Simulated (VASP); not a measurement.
# ZnSe (F-43m) in VASP: a series of runs

ZnSe is run at these levels: LDA; tasks: relaxation of cell and atoms.

All numbers are computed with VASP 6.6.1; they aren't measurements. Logs are shortened: lines on timing, memory, paths and dates and some standing lists are left out, and cuts for length are marked.

## Step 1: The cell of the first run

The structure is cubic, space group F-43m (No. 216). Conventional cell: a = 5.568 Å, b = 5.568 Å, c = 5.568 Å, α = 90.00°, β = 90.00°, γ = 90.00°. Within 3.2 Å of Zn (site symmetry -43m) lie 4 Se at 2.41 Å. Within 3.2 Å of Se (site symmetry -43m) lie 4 Zn at 2.41 Å.

## Step 2: Relaxation of cell and atoms, LDA, target pressure 2 GPa, at which the enthalpy is minimised

INCAR reads:

```
SYSTEM = ZnSe
PREC = Accurate
ENCUT = 600
EDIFF = 1E-6
ISMEAR = 0
SIGMA = 0.01
LREAL = .FALSE.
LASPH = .TRUE.
NELM = 60
ALGO = Normal
ISIF = 3
LWAVE = .FALSE.
LCHARG = .FALSE.
IBRION = 2
NSW = 100
EDIFFG = -0.002
PSTRESS = 20.0
```

KPOINTS reads:

```
Automatic mesh
0
G
  8 8 8
  0 0 0
```

POSCAR reads:

```
ZnSe
1.0
    0.0000000000      2.7837629266      2.7837629266
    2.7837629266      0.0000000000      2.7837629266
    2.7837629266      2.7837629266      0.0000000000
Zn Se
1 1
Direct
    0.0000000000      0.0000000000      0.0000000000
    0.7500000000      0.7500000000      0.7500000000
```

Potentials or basis: VASP PAW LDA potentials, release 64 (Zn, Se).

Launch:

```
$ cat potpaw_LDA.64/Zn/POTCAR potpaw_LDA.64/Se/POTCAR > POTCAR
$ mpirun -np 1 vasp_std > vasp.out
```

OUTCAR:

```text
SYSTEM = ZnSe
   PREC = Accurate
   ENCUT = 600
   EDIFF = 1E-6
   ISMEAR = 0
   LREAL = .FALSE.
   LASPH = .TRUE.
   NELM = 60
   ISIF = 3
   IBRION = 2
   NSW = 100
   EDIFFG = -0.002
   PSTRESS = 20.0

 ion  position               nearest neighbor table
   1  0.000  0.000  0.000-   2 2.41   2 2.41   2 2.41   2 2.41
   2  0.750  0.750  0.750-   1 2.41   1 2.41   1 2.41   1 2.41

  LATTYP: Found a face centered cubic cell.
 ALAT       =     5.5675258532

  Lattice vectors:

 A1 = (   0.0000000000,   2.7837629266,   2.7837629266)
 A2 = (   2.7837629266,   0.0000000000,   2.7837629266)
 A3 = (   2.7837629266,   2.7837629266,   0.0000000000)

Analysis of symmetry for initial positions (statically):
=====================================================================
 Subroutine PRICEL returns:
 Original cell was already a primitive cell.

 Routine SETGRP: Setting up the symmetry group for a
 face centered cubic supercell.

 Subroutine GETGRP returns: Found 24 space group operations
 (whereof 24 operations were pure point group operations)
 out of a pool of 48 trial point group operations.

The static configuration has the point symmetry T_d .

Analysis of symmetry for dynamics (positions and initial velocities):
=====================================================================
 Subroutine PRICEL returns:
 Original cell was already a primitive cell.

 Routine SETGRP: Setting up the symmetry group for a
 face centered cubic supercell.

 Subroutine GETGRP returns: Found 24 space group operations
 (whereof 24 operations were pure point group operations)
 out of a pool of 48 trial point group operations.

The dynamic configuration has the point symmetry T_d .

 Subroutine INISYM returns: Found 24 space group operations
 (whereof 24 operations are pure point group operations),
 and found     1 'primitive' translations

----------------------------------------------------------------------------------------

                                     Primitive cell

  volume of cell :      43.1446

  direct lattice vectors                    reciprocal lattice vectors
     0.000000000  2.783762927  2.783762927    -0.179612996  0.179612996  0.179612996
     2.783762927  0.000000000  2.783762927     0.179612996 -0.179612996  0.179612996
     2.783762927  2.783762927  0.000000000     0.179612996  0.179612996 -0.179612996

  length of vectors
     3.936835285  3.936835285  3.936835285     0.311098835  0.311098835  0.311098835

  position of ions in fractional coordinates (direct lattice)
     0.000000000  0.000000000  0.000000000
     0.750000000  0.750000000  0.750000000

  ion indices of the primitive-cell ions
   primitive index   ion index
                 1           1
                 2           2

----------------------------------------------------------------------------------------
[... 67 lines left out ...]
   LASPH  =      T    aspherical Exc in radial PAW
   ENCUT  =  600.0 eV  44.10 Ry    6.64 a.u.   7.86  7.86  7.86*2*pi/ulx,y,z
   NELM   =     60;   NELMIN=  2; NELMDL= -5     # of ELM steps
   EDIFF  = 0.1E-05   stopping-criterion for ELM
   LREAL  =      F    real-space projection
   EDIFFG = -.2E-02   stopping-criterion for IOM
   NSW    =    100    number of steps for IOM
   IBRION =      2    ionic relax: 0-MD 1-quasi-New 2-CG
   NFREE  =      1    steps in history (QN), initial steepest desc. (CG)
   ISIF   =      3    stress and relaxation
   ISYM   =      2    0-nonsym 1-usesym 2-fastsym
   POTIM  = 0.5000    time-step for ionic-motion
   TEBEG  =    0.0;   TEEND  =   0.0 temperature during run
   PSTRESS=   20.0 pullay stress
   NELECT =      18.0000    total number of electrons
   NUPDOWN=      -1.0000    fix difference up-down
   EMIN   =  10.00;   EMAX   =-10.00  energy-range for DOS
   EFERMI =   0.00;   METHOD = LEGACY
   ISMEAR =     0;   SIGMA  =   0.01  broadening in eV -4-tet -1-fermi 0-gaus
   EFERMI_NEDOS =   21; number of points for ismear=-14 and -15
   IALGO  =     38    algorithm
   IMIX   =      4    mixing-type and parameters
     AMIX     =   0.40;   BMIX     =  1.00
     AMIX_MAG =   1.60;   BMIX_MAG =  1.00
  volume/ion in A,a.u.               =      21.57       145.58
  Fermi-wavevector in a.u.,A,eV,Ry     =   1.223273  2.311651 20.359718  1.496397
  Thomas-Fermi vector in A             =   2.358390
   LORBIT       =      0    0 simple, 1 ext, 2 COOP (PROOUT), +10 PAW based schemes
   GGA     = CA    functional components
   LHFCALC =     F    Hartree Fock is set to
   AEXX    =    0.0000 exact exchange contribution
   IVDW    =     0    specifies the selected vdW correction
   LEPSILON=     F    determine dielectric tensor
   LRPA    =     F    only Hartree local field effects (RPA)
 conjugate gradient relaxation of ions
 non-spin polarized calculation
 Gauss-broadening in eV      SIGMA  =   0.01
  energy-cutoff  :      600.00
  volume of cell :       43.14
 maximum number of plane-waves:      1459
   NGX = 15   NGY = 15   NGZ = 15

--------------------------------------- Ionic step        1  -------------------------------------------

 number of electron      17.9999993 magnetization

 Free energy of the ion-electron system (eV)
  ---------------------------------------------------
  ext. energy  EPLUGINS =         0.00000000
  ---------------------------------------------------
  free energy    TOTEN  =        -7.37165746 eV

  energy without entropy =       -7.37165746  energy(sigma->0) =       -7.37165746

 E-fermi :   2.1068     XC(G=0):  -9.9380

 val. band max:        1.9920047223   @ k =   0.0000   0.0000   0.0000
 cond. band min:       3.2816906540   @ k =   0.0000   0.0000   0.0000
 fundamental gap:      1.2896859317
 Fermi energy:         2.1067877706

 k-point     1 :       0.0000    0.0000    0.0000
  band No.  band energies     occupation
      1     -11.6547      2.00000
      2      -4.8947      2.00000
      3      -4.8947      2.00000
      4      -4.8947      2.00000
      5      -4.4863      2.00000
      6      -4.4863      2.00000
      7       1.9920      2.00000
      8       1.9920      2.00000
      9       1.9920      2.00000
     10       3.2817      0.00000
     11       7.6748      0.00000
     12       7.6748      0.00000
     13       7.6748      0.00000
[... 633 lines left out ...]
--------------------------------------- Ionic step        8  -------------------------------------------

 number of electron      18.0000008 magnetization

 Free energy of the ion-electron system (eV)
  ---------------------------------------------------
  ext. energy  EPLUGINS =         0.00000000
  ---------------------------------------------------
  free energy    TOTEN  =        -7.36507583 eV

  energy without entropy =       -7.36507583  energy(sigma->0) =       -7.36507583

 E-fermi :   2.2441     XC(G=0): -10.0354

 val. band max:        2.1958512106   @ k =   0.0000   0.0000   0.0000
 cond. band min:       3.5775440697   @ k =   0.0000   0.0000   0.0000
 fundamental gap:      1.3816928591
 Fermi energy:         2.2441182583

 k-point     1 :       0.0000    0.0000    0.0000
  band No.  band energies     occupation
      1     -11.6034      2.00000
      2      -4.7839      2.00000
      3      -4.7839      2.00000
      4      -4.7839      2.00000
      5      -4.3545      2.00000
      6      -4.3545      2.00000
      7       2.1959      2.00000
      8       2.1959      2.00000
      9       2.1959      2.00000
     10       3.5775      0.00000
     11       7.8684      0.00000
     12       7.8684      0.00000
     13       7.8684      0.00000
[... 401 lines left out ...]
  energy  without entropy=       -7.3650758254  energy(sigma->0) =       -7.36507583

  enthalpy is  TOTEN    =        -6.8379570175 eV   P V=        0.5271188079

 reached required accuracy - stopping structural energy minimisation
```

Wall time 65 s (1 thread of Intel Xeon Platinum 8259CL at 2.50GHz (Skylake/Cascade Lake), shared host); peak memory 0.17 GiB.

What came out:

- Free energy: -7.3651 eV
- Relaxed volume: 21.11 Å³/atom
- Relaxed cell: a = 3.909 Å, b = 3.909 Å, c = 3.909 Å, α = 60.00°, β = 60.00°, γ = 60.00°
- Space group after relaxing (to 0.05 Å): F-43m (No. 216)
- Energy change on relaxing (the enthalpy is what falls): +3.3 meV/atom
- Ionic steps: 8
- Pressure after relaxing: 2.0 GPa
- Band gap on the k mesh: 1.38 eV, direct

The path:
```tsv
step	energy change (eV)	largest force (eV/Å)	pressure (GPa)	volume (Å³)
1	0.0000	0.0000	0.34	43.14
2	0.0137	0.0000	2.90	41.76
3	0.0066	0.0000	1.88	42.22
4	0.0073	0.0000	2.08	42.17
5	0.0070	0.0000	2.06	42.19
6	0.0065	0.0000	1.94	42.24
7	0.0066	0.0000	2.03	42.22
8	0.0066	0.0000	1.99	42.23
```

Final structure:
```
Zn Se
1.0
     0.00000    2.76388    2.76388
     2.76388    0.00000    2.76388
     2.76388    2.76388    0.00000
Zn Se
1 1
Cartesian
  2.7639 2.7639 5.5278
  4.1458 4.1458 4.1458
```

Caveat: the cell is relaxed towards a set pressure, so the enthalpy falls and the energy may rise. LDA gaps usually lie below the measured ones, often by a third to a half.

## Step 3: Relaxation of cell and atoms, LDA, target pressure 4 GPa, at which the enthalpy is minimised

INCAR reads:

```
SYSTEM = ZnSe
  ALGO = Normal
  EDIFF = 1E-6
  EDIFFG = -0.002
  ENCUT = 600
  GGA = CA
  IBRION = 2
  ISIF = 3
  ISMEAR = 0
  LASPH = .True.
  LCHARG = .False.
  LREAL = .False.
  LWAVE = .False.
  NELM = 80
  NSW = 100
  PREC = Accurate
  PSTRESS = 40.0
  SIGMA = 0.01
```

KPOINTS reads:

```
k-points
0
Gamma
  8 8 8
  0 0 0
```

POSCAR is that of step 2.

Potentials or basis: VASP PAW LDA potentials, release 64 (Zn, Se).

Launch:

```
$ cat potpaw_LDA.64/Zn/POTCAR potpaw_LDA.64/Se/POTCAR > POTCAR
$ mpirun -np 1 vasp_std > vasp.out
```

It took 69 s on 1 thread of Intel Xeon Platinum 8259CL at 2.50GHz (Skylake/Cascade Lake), shared host; peak memory 0.17 GiB.

Results (log left out):

| Property | Result |
| --- | --- |
| Free energy | -7.3469 eV |
| Relaxed volume | 20.62 Å³/atom |
| Relaxed cell | a = 3.878 Å, b = 3.878 Å, c = 3.878 Å, α = 60.00°, β = 60.00°, γ = 60.00° |
| Space group after relaxing (to 0.05 Å) | F-43m (No. 216) |
| Energy change on relaxing (the enthalpy is what falls) | +12.4 meV/atom |
| Ionic steps | 8 |
| Pressure after relaxing | 4.0 GPa |
| Band gap on the k mesh | 1.48 eV, direct |

Step by step:
```tsv
step	energy change (eV)	largest force (eV/Å)	pressure (GPa)	volume (Å³)
1	0.0000	0.0000	0.34	43.14
2	0.0610	0.0000	6.65	40.14
3	0.0249	0.0000	3.98	41.24
4	0.0258	0.0000	4.11	41.20
5	0.0240	0.0000	3.95	41.28
6	0.0250	0.0000	4.04	41.23
7	0.0246	0.0000	3.97	41.25
8	0.0248	0.0000	3.99	41.25
```

Final structure:
```
CELL_PARAMETERS angstrom
0.00000 2.74232 2.74232
2.74232 0.00000 2.74232
2.74232 2.74232 0.00000
ATOMIC_POSITIONS crystal
Zn 0.00000 0.00000 0.00000
Se 0.75000 0.75000 0.75000
```

Levels at points of the mesh, in eV from the valence-band top:
| k point | band 6 | band 7 | band 8 | band 9 | band 10 | band 11 | band 12 | band 13 |
| --- | --- | --- | --- | --- | --- | --- | --- | --- |
| (0.00, 0.00, 0.00) | -6.63 | 0.00 | 0.00 | 0.00 | 1.48 | 5.66 | 5.66 | 5.66 |
| (0.50, 0.00, 0.00) | -6.44 | -5.96 | -1.03 | -1.03 | 2.54 | 6.26 | 6.26 | 8.58 |
| (0.50, 0.50, 0.00) | -6.41 | -5.27 | -2.58 | -2.58 | 2.57 | 3.29 | 11.29 | 11.78 |

Caveat: the cell is relaxed towards a set pressure, so the enthalpy falls and the energy may rise. Zero-point motion and thermal expansion aren't in these numbers.

## Step 4: Relaxation of cell and atoms, LDA, target pressure 7 GPa, at which the enthalpy is minimised

INCAR reads:

```
  PREC = Accurate
  ENCUT = 600
  EDIFF = 1E-6
  ISMEAR = 0
  SIGMA = 0.01
  LREAL = False
  LASPH = True
  NELM = 60
  ALGO = Normal
  ISIF = 3
  LWAVE = False
  LCHARG = False
  IBRION = 2
  NSW = 100
  EDIFFG = -0.002
  PSTRESS = 70.0
```

KPOINTS reads:

```
Automatic mesh
0
Gamma
  8 8 8
```

POSCAR is that of step 3.

Launch:

```
$ cat potpaw_LDA.64/Zn/POTCAR potpaw_LDA.64/Se/POTCAR > POTCAR
$ mpirun -np 1 vasp_std > vasp.out
```

Wall time 63 s (1 thread of Intel Xeon Platinum 8259CL at 2.50GHz (Skylake/Cascade Lake), shared host); peak memory 0.17 GiB.

The run converged. Its results:

```
Free energy                                            : -7.3033 eV
Relaxed volume                                         : 19.98 Å³/atom
Relaxed cell                                           : a = 3.838 Å, b = 3.838 Å, c = 3.838 Å, α = 60.00°, β = 60.00°, γ = 60.00°
Space group after relaxing (to 0.05 Å)                 : F-43m (No. 216)
Energy change on relaxing (the enthalpy is what falls) : +34.2 meV/atom
Ionic steps                                            : 6
Pressure after relaxing                                : 7.0 GPa
Band gap on the k mesh                                 : 1.62 eV, direct
```

The path:
```
step  energy change (eV)  largest force (eV/Å)  pressure (GPa)  volume (Å³)
   1              0.0000                0.0000            0.34        43.14
   2              0.2057                0.0000           13.38        37.78
   3              0.0673                0.0000            6.89        39.99
   4              0.0699                0.0000            7.07        39.93
   5              0.0680                0.0000            6.95        39.97
   6              0.0683                0.0000            7.01        39.97
```

Final structure:
```
Zn Se
1.0
     0.00000    2.71365    2.71365
     2.71365    0.00000    2.71365
     2.71365    2.71365    0.00000
Zn Se
1 1
Direct
  0.00000 0.00000 0.00000
  0.75000 0.75000 0.75000
```

Levels at points of the mesh, in eV from the valence-band top:
```csv
k point,band 7,band 8,band 9,band 10,band 11,band 12
"(0.00, 0.00, 0.00)",0.00,0.00,0.00,1.62,5.64,5.64
"(0.50, 0.00, 0.00)",-6.19,-1.08,-1.08,2.60,6.24,6.24
"(0.50, 0.50, 0.00)",-5.42,-2.71,-2.71,2.49,3.26,11.56
```

Caveat: the cell is relaxed towards a set pressure, so the enthalpy falls and the energy may rise.

(Continued in part 2 of 2.)
